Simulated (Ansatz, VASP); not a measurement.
# Ti2CuP3: VASP beside Ansatz

```
CELL_PARAMETERS angstrom
3.45118 0.00000 0.00000
0.00000 3.45118 0.00000
0.00000 0.00000 7.57752
ATOMIC_POSITIONS crystal
P 0.00000 0.50000 0.37762
P 0.50000 0.00000 0.62238
P 0.50000 0.50000 0.00000
Ti 0.00000 0.50000 0.71953
Ti 0.50000 0.00000 0.28047
Cu 0.00000 0.00000 0.00000
```

Alike in both runs: functional r2SCAN; k mesh 5 × 5 × 3; occupations tetrahedron; no spin polarisation; Hubbard terms Cu d U = 6.13 eV, Ti d U = 3.91 eV.

Ansatz relaxed the structure, and its values are those at the end. VASP's run is a single point on that final structure, the one shown.

```csv
,VASP,Ansatz
version,VASP 6.6.1,Ansatz 0.2.0
potentials or method,"VASP PAW PBE potentials, release 64 (P, Ti_sv, Cu), cutoff 520 eV",PAW plane waves
valence electrons in the cell,50,58
```

Ansatz gave:

| Property | Result |
| --- | --- |
| gap on the k mesh at the Fermi level (eV) | none |
| pressure (GPa) | 0.0 |
| rms of the force components (eV/Å) | 0.000 |

Problem. What did VASP give for the same quantities?

Solution. gap on the k mesh at the Fermi level (eV): none; pressure (GPa): -0.9; rms of the force components (eV/Å): 0.096.

VASP's potentials were made for PBE, not for r2SCAN. The programs project onto different local orbitals, so the same U acts differently, and such runs can settle in different states. A gap of «none» marks a metal or a gap that the smearing closes. VASP's potentials hold 50 valence electrons a cell and Ansatz's 58, so a difference there can come from the potentials and not from the codes. Ansatz's warnings: band table not solved further, filled band counts differ across k points, forces under tetrahedra, tetrahedron derivatives may miss energy slope.

The k mesh is coarse, so the values compare programs but aren't converged.
